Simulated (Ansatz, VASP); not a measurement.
**Tl: VASP beside Ansatz**

```
Tl
1.0
     3.59028    0.00000    0.00000
    -1.79514    3.10928    0.00000
     0.00000    0.00000    5.64194
Tl
2
Direct
  0.33333 0.66667 0.25000
  0.66667 0.33333 0.75000
```

Alike in both runs: task single point; functional PBE; k mesh 10 × 10 × 6; occupations gaussian, width 0.2 eV; no spin polarisation.

```csv
,VASP,Ansatz
version,VASP 6.6.1,Ansatz 0.2.0
potentials or method,"VASP PAW PBE potentials, release 64 (Tl_d), cutoff 520 eV","plane waves (420 eV) with PAW, scalar-relativistic"
valence electrons in the cell,26,26
```

```csv
,VASP,Ansatz,Ansatz less VASP
pressure (GPa),-0.1,0.0,+0.06
"traceless stress, the component that is largest in VASP (GPa)",0.25,0.26,+0.011
```

Spin-orbit coupling is off throughout.
